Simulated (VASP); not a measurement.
# Li2Pd (P6/mmm) in VASP: further runs, part 2 of 3

VASP 6.6.1. The steps go on from the part before.

## Step 4: Relaxation of cell and atoms, LDA

File INCAR:

```
SYSTEM = Li2Pd
  ALGO = Normal
  EDIFF = 1E-7
  EDIFFG = -0.001
  ENCUT = 600
  GGA = CA
  IBRION = 2
  ISIF = 3
  ISMEAR = -1
  LASPH = .True.
  LCHARG = .False.
  LREAL = .False.
  LWAVE = .False.
  NELM = 60
  NSW = 80
  PREC = Accurate
  SIGMA = 0.15
```

File KPOINTS:

```
k-points
0
Gamma
  12 12 16
  0 0 0
```

File POSCAR:

```
Li2Pd
1.0
    4.1208080040      0.0000000000      0.0000000000
   -2.0604040020      3.5687244156      0.0000000000
    0.0000000000      0.0000000000      2.6267620949
Li Pd
2 1
Direct
    0.3333333333      0.6666666667      0.5000000000
    0.6666666667      0.3333333333      0.5000000000
    0.0000000000      0.0000000000      0.0000000000
```

Potentials or basis: VASP PAW LDA potentials, release 64 (Li_sv, Pd).

Launch:

```
> cat potpaw_LDA.64/Li_sv/POTCAR potpaw_LDA.64/Pd/POTCAR > POTCAR
> mpirun -np 1 vasp_std > vasp.out
```

OUTCAR:

```text
SYSTEM = Li2Pd
   EDIFF = 1E-7
   EDIFFG = -0.001
   ENCUT = 600
   GGA = CA
   IBRION = 2
   ISIF = 3
   ISMEAR = -1
   LASPH = .True.
   LREAL = .False.
   NELM = 60
   NSW = 80
   PREC = Accurate

 ion  position               nearest neighbor table
   1  0.333  0.667  0.500-   2 2.38   2 2.38   2 2.38   3 2.72   3 2.72   3 2.72   3 2.72   3 2.72
                             3 2.72
   2  0.667  0.333  0.500-   1 2.38   1 2.38   1 2.38   3 2.72   3 2.72   3 2.72   3 2.72   3 2.72
                             3 2.72
   3  0.000  0.000  0.000-   1 2.72   2 2.72   1 2.72   2 2.72   2 2.72   2 2.72   1 2.72   1 2.72
                             2 2.72   2 2.72   1 2.72   1 2.72

  LATTYP: Found a hexagonal cell.
 ALAT       =     4.1208080040
 C/A-ratio  =     0.6374386024

  Lattice vectors:

 A1 = (   4.1208080040,   0.0000000000,   0.0000000000)
 A2 = (  -2.0604040020,   3.5687244156,   0.0000000000)
 A3 = (   0.0000000000,   0.0000000000,   2.6267620949)

Analysis of symmetry for initial positions (statically):
=====================================================================
 Subroutine PRICEL returns:
 Original cell was already a primitive cell.

 Routine SETGRP: Setting up the symmetry group for a
 hexagonal supercell.

 Subroutine GETGRP returns: Found 24 space group operations
 (whereof 24 operations were pure point group operations)
 out of a pool of 24 trial point group operations.

The static configuration has the point symmetry D_6h.

Analysis of symmetry for dynamics (positions and initial velocities):
=====================================================================
 Subroutine PRICEL returns:
 Original cell was already a primitive cell.

 Routine SETGRP: Setting up the symmetry group for a
 hexagonal supercell.

 Subroutine GETGRP returns: Found 24 space group operations
 (whereof 24 operations were pure point group operations)
 out of a pool of 24 trial point group operations.

The dynamic configuration has the point symmetry D_6h.

 Subroutine INISYM returns: Found 24 space group operations
 (whereof 24 operations are pure point group operations),
 and found     1 'primitive' translations

----------------------------------------------------------------------------------------

                                     Primitive cell

  volume of cell :      38.6292

  direct lattice vectors                    reciprocal lattice vectors
     4.120808004  0.000000000  0.000000000     0.242670855  0.140106083  0.000000000
    -2.060404002  3.568724416  0.000000000     0.000000000  0.280212166  0.000000000
     0.000000000  0.000000000  2.626762095     0.000000000  0.000000000  0.380696829

  length of vectors
     4.120808004  4.120808004  2.626762095     0.280212166  0.280212166  0.380696829

  position of ions in fractional coordinates (direct lattice)
     0.333333333  0.666666667  0.500000000
     0.666666667  0.333333333  0.500000000
     0.000000000  0.000000000  0.000000000

  ion indices of the primitive-cell ions
   primitive index   ion index
                 1           1
                 2           2
                 3           3

[... 63 lines left out ...]
   ISTART =      0    job   : 0-new  1-cont  2-samecut
   ICHARG =      2    charge: 1-file 2-atom 10-const
   ISPIN  =      1    spin polarized calculation?
   LNONCOLLINEAR =      F non collinear calculations
   LSORBIT =      F    spin-orbit coupling
   LASPH  =      T    aspherical Exc in radial PAW
   ENCUT  =  600.0 eV  44.10 Ry    6.64 a.u.   8.23  8.23  5.25*2*pi/ulx,y,z
   NELM   =     60;   NELMIN=  2; NELMDL= -5     # of ELM steps
   EDIFF  = 0.1E-06   stopping-criterion for ELM
   LREAL  =      F    real-space projection
   EDIFFG = -.1E-02   stopping-criterion for IOM
   NSW    =     80    number of steps for IOM
   IBRION =      2    ionic relax: 0-MD 1-quasi-New 2-CG
   NFREE  =      1    steps in history (QN), initial steepest desc. (CG)
   ISIF   =      3    stress and relaxation
   ISYM   =      2    0-nonsym 1-usesym 2-fastsym
   POTIM  = 0.5000    time-step for ionic-motion
   TEBEG  =    0.0;   TEEND  =   0.0 temperature during run
   PSTRESS=    0.0 pullay stress
   NELECT =      16.0000    total number of electrons
   NUPDOWN=      -1.0000    fix difference up-down
   EMIN   =  10.00;   EMAX   =-10.00  energy-range for DOS
   EFERMI =   0.00;   METHOD = LEGACY
   ISMEAR =    -1;   SIGMA  =   0.15  broadening in eV -4-tet -1-fermi 0-gaus
   EFERMI_NEDOS =   21; number of points for ismear=-14 and -15
   IALGO  =     38    algorithm
   IMIX   =      4    mixing-type and parameters
     AMIX     =   0.40;   BMIX     =  1.00
     AMIX_MAG =   1.60;   BMIX_MAG =  1.00
  volume/ion in A,a.u.               =      12.88        86.89
  Fermi-wavevector in a.u.,A,eV,Ry     =   1.220327  2.306083 20.261759  1.489197
  Thomas-Fermi vector in A             =   2.355548
   LORBIT       =      0    0 simple, 1 ext, 2 COOP (PROOUT), +10 PAW based schemes
   GGA     = CA    functional components
   LHFCALC =     F    Hartree Fock is set to
   AEXX    =    0.0000 exact exchange contribution
   IVDW    =     0    specifies the selected vdW correction
   LEPSILON=     F    determine dielectric tensor
   LRPA    =     F    only Hartree local field effects (RPA)
 conjugate gradient relaxation of ions
 non-spin polarized calculation
  energy-cutoff  :      600.00
  volume of cell :       38.63
 maximum number of plane-waves:      1330
 NGX is ok and might be reduce to    36
   NGX = 17   NGY = 17   NGZ = 11

--------------------------------------- Ionic step        1  -------------------------------------------

 number of electron      16.0000007 magnetization

 Free energy of the ion-electron system (eV)
  ---------------------------------------------------
  ext. energy  EPLUGINS =         0.00000000
  ---------------------------------------------------
  free energy    TOTEN  =       -11.72837608 eV

  energy without entropy =      -11.67765121  energy(sigma->0) =      -11.70301365

------------------------ aborting loop because EDIFF is reached ----------------------------------------

  FORCE on cell =-STRESS in cart. coord.  units (eV):
  Direction    XX          YY          ZZ          XY          YZ          ZX
  --------------------------------------------------------------------------------------
  -------------------------------------------------------------------------------------
  Total        0.0020286      0.0020286      0.0394028      0.0000000     -0.0000000     -0.0000000
  in kB        0.0841388      0.0841388      1.6342595      0.0000000     -0.0000000     -0.0000000
  external PRESSURE =       0.6008457 kB  Pullay stress =       0.0000000 kB
[... 209 lines left out ...]
--------------------------------------- Ionic step        7  -------------------------------------------

 number of electron      16.0000007 magnetization

 Free energy of the ion-electron system (eV)
  ---------------------------------------------------
  ext. energy  EPLUGINS =         0.00000000
  ---------------------------------------------------
  free energy    TOTEN  =       -11.72839254 eV

  energy without entropy =      -11.67762796  energy(sigma->0) =      -11.70301025

 E-fermi :   5.1281     XC(G=0): -10.4892

 val. band max:        5.1110411138   @ k =   0.2500   0.1667   0.0625
 cond. band min:       5.1361121494   @ k =   0.3333   0.0000   0.0000
 fundamental gap:      0.0250710355
 Fermi energy:         5.1281118505

 k-point     1 :       0.0000    0.0000    0.0000
  band No.  band energies     occupation
      1     -39.6768      2.00000
      2     -39.5407      2.00000
      3      -0.3106      2.00000
      4       1.0434      2.00000
      5       1.8728      2.00000
      6       1.8728      2.00000
      7       4.0249      1.99872
      8       4.0249      1.99872
      9       9.3416      0.00000
     10       9.3416      0.00000
     11      10.8978      0.00000
     12      10.8978      0.00000
[... 331 lines left out ...]
 k-point    24 :       0.3333    0.0000    0.0625
  band No.  band energies     occupation
      1     -39.6460      2.00000
      2     -39.5682      2.00000
      3       0.2989      2.00000
      4       1.4322      2.00000
      5       2.1474      2.00000
      6       2.4760      2.00000
      7       3.7589      1.99978
      8       3.8250      1.99966
      9       5.3300      0.41304
     10       6.6627      0.00007
     11      12.5978      0.00000
     12      15.5130      0.00000

 [... further k-points ...]

------------------------ aborting loop because EDIFF is reached ----------------------------------------

  FORCE on cell =-STRESS in cart. coord.  units (eV):
  Direction    XX          YY          ZZ          XY          YZ          ZX
  --------------------------------------------------------------------------------------
  -------------------------------------------------------------------------------------
  Total        0.0001293      0.0001293      0.0001051      0.0000000      0.0000000      0.0000000
  in kB        0.0053580      0.0053580      0.0043572      0.0000000      0.0000000      0.0000000
  external PRESSURE =       0.0050244 kB  Pullay stress =       0.0000000 kB
[... 18 lines left out ...]
  FREE ENERGIE OF THE ION-ELECTRON SYSTEM (eV)
  ---------------------------------------------------
  free  energy   TOTEN  =       -11.7283925365 eV

  energy  without entropy=      -11.6776279626  energy(sigma->0) =      -11.70301025

 reached required accuracy - stopping structural energy minimisation
```

OSZICAR:

```text
N       E                     dE             d eps       ncg     rms          rms(c)
DAV:   1     0.823486815014E+02    0.82349E+02   -0.81395E+03  4104   0.152E+03
DAV:   2    -0.401847827493E+01   -0.86367E+02   -0.79303E+02  4384   0.298E+02
[... 46 lines left out ...]
   6 F= -.11728392E+02 E0= -.11703012E+02  d E =-.278275E-06
       N       E                     dE             d eps       ncg     rms          rms(c)
DAV:   1    -0.117284004862E+02   -0.82868E-05   -0.12474E-04  4360   0.128E-01    0.190E-02
DAV:   2    -0.117283948458E+02    0.56404E-05   -0.48914E-05  4576   0.778E-02    0.111E-02
DAV:   3    -0.117283926750E+02    0.21708E-05   -0.60369E-06  4648   0.286E-02    0.318E-03
DAV:   4    -0.117283925365E+02    0.13856E-06   -0.45977E-07  4976   0.520E-03    0.539E-04
DAV:   5    -0.117283925365E+02   -0.67985E-10   -0.71194E-08  2332   0.266E-03
   7 F= -.11728393E+02 E0= -.11703010E+02  d E =-.611524E-06
```

Wall time 2.1 min (1 thread of Intel Xeon 6975P-C (Granite Rapids), shared host); peak memory 0.24 GiB.

What came out:

```yaml
Free_energy: -11.7284 eV
Relaxed_volume: 12.88 Å³/atom
Relaxed_cell: a = 4.120 Å, b = 4.120 Å, c = 2.629 Å, α = 90.00°, β = 90.00°, γ = 120.00°
Space_group_after_relaxing_to_0.1_Å: P6/mmm (No. 191)
Energy_gained_by_relaxing: 0.0 meV/atom
Ionic_steps: 7
Pressure_after_relaxing: 0.0 GPa
Band_gap_on_the_k_mesh: zero (bands 8 and 9 overlap by 2.56 eV)
```

Final structure:
```xyz
3
Lattice="4.1203 0.0000 0.0000 -2.0602 3.5683 0.0000 0.0000 0.0000 2.6290" Properties=species:S:1:pos:R:3 pbc="T T T"
Li    0.0000    2.3789    1.3145
Li    2.0602    1.1894    1.3145
Pd    0.0000    0.0000    0.0000
```

Caveat: the cutoff is under 1.25 times the usual one of these potentials, so pressure, stress and relaxed cells hold a basis-set (Pulay) error.

(Part 2 of 3 ends here.)
